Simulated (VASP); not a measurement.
A run of VASP 6.6.1:

INCAR

```
SYSTEM = MgO
ALGO = Normal
EDIFF = 1E-6
ENCUT = 600
GGA = CA
GGA_COMPAT = .False.
ISIF = 2
ISMEAR = 0
LASPH = .True.
LCHARG = .True.
LELF = .True.
LREAL = .False.
LVHAR = .True.
LWAVE = .False.
NBANDS = 11
NELM = 120
PREC = Accurate
SIGMA = 0.01
```

KPOINTS

```
k-points
0
Gamma
  8 8 8
  0 0 0
```

Contents of POSCAR:

```
MgO
1.0
    0.0000000000      2.1085000000      2.1085000000
    2.1085000000      0.0000000000      2.1085000000
    2.1085000000      2.1085000000      0.0000000000
Mg O
1 1
Direct
    0.0000000000      0.0000000000      0.0000000000
    0.5000000000      0.5000000000      0.5000000000
```

Potentials or basis: VASP PAW LDA potentials, release 64 (Mg, O).

The run is started by

```bash
$ cat potpaw_LDA.64/Mg/POTCAR potpaw_LDA.64/O/POTCAR > POTCAR
$ mpirun -np 1 vasp_std > vasp.out
```

Hardware: 1 thread of Intel Xeon 8259CL, with other jobs on the host.

Problem. Estimate the wall time of this run.

Solution. It took 7.3 s on 1 thread of Intel Xeon 8259CL, with other jobs on the host, peak memory 0.13 GiB. Counts: scf iterations 11, k points 29.
